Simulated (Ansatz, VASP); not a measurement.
## One calculation of Zn2CdSe3, two programs

```
CELL_PARAMETERS angstrom
4.68802 0.00000 0.00000
-2.34401 4.05994 0.00000
0.00000 0.00000 10.26233
ATOMIC_POSITIONS crystal
Zn 0.33333 0.66667 0.50000
Zn 0.66667 0.33333 0.50000
Cd 0.00000 0.00000 0.50000
Se 0.00000 0.00000 0.76817
Se 0.00000 0.00000 0.23183
Se 0.00000 0.00000 0.00000
```

Alike in both runs: functional PBE; k mesh 12 × 12 × 4; occupations gaussian, width 0.1 eV; no spin polarisation.

Ansatz relaxed the structure, and its values are those at the end. VASP's run is a single point on that final structure, the one shown.

|  | VASP | Ansatz |
| --- | --- | --- |
| version | VASP 6.6.1 | Ansatz 0.2.0 |
| potentials or method | VASP PAW PBE potentials, release 64 (Zn, Cd, Se), cutoff 520 eV | scalar-relativistic, plane waves, PAW |
| valence electrons in the cell | 54 | 92 |

|  | VASP | Ansatz | Ansatz less VASP |
| --- | --- | --- | --- |
| gap on the k mesh at the Fermi level (eV) | none | none | - |
| pressure (GPa) | 0.1 | 0.0 | -0.13 |

A gap of «none» marks a metal or a gap that the smearing closes. VASP's potentials hold 54 valence electrons a cell and Ansatz's 92, so a difference there can come from the potentials and not from the codes.
